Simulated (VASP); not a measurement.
Input of a VASP 6.6.1 run:

Contents of INCAR:

```
PREC = Accurate ; ENCUT = 520
EDIFF = 1E-7 ; ISMEAR = 0
SIGMA = 0.1 ; LREAL = False
LASPH = True ; NELM = 60
ALGO = Normal ; ISIF = 2
LWAVE = False ; LCHARG = False
LDIPOL = True ; IDIPOL = 3
DIPOL = 0.5 0.5 0.343 ; GGA = PE
NBANDS = 30
```

File KPOINTS:

```
regular mesh
0
Gamma
  10 7 1
```

File POSCAR:

```
Ir4F
1.0
    2.7367600872      0.0000000000      0.0000000000
    0.0000000000      3.8703632323      0.0000000000
    0.0000000000      0.0000000000     19.4599433740
Ir F
4 1
Direct
    0.5000000000      0.5000000000      0.2055504440
    0.0000000000      0.0000000000      0.2758682253
    0.5000000000      0.5000000000      0.3454282602
    0.0000000000      0.0000000000      0.4090424736
    0.1666666667      0.3750000000      0.4796488542
```

Potentials or basis: VASP PAW PBE potentials, release 64 (Ir, F).

The run is started by

```sh
$ cat potpaw_PBE.64/Ir/POTCAR potpaw_PBE.64/F/POTCAR > POTCAR
$ mpirun -np 1 vasp_std > vasp.out
```

**Question.** Predict the largest force.

**Answer.** 1.445 eV/Å.

**Question.** What does it give for the band gap on the k mesh?

**Answer.** Zero (an odd number of electrons rules out a gap without spin polarisation).

Forces in eV/Å, atoms in the order of the input:
```
Ir  -0.004  0.037  1.038
Ir  -0.175 -0.426 -1.370
Ir   0.317  0.731 -0.540
Ir   0.557  0.394  0.821
F   -0.694 -0.736  0.050
```

Caveat: spin-orbit coupling is left out, which moves the levels of the heavy elements; an odd number of electrons without spin polarisation forces a metal; a magnetic or distorted state may lie lower.
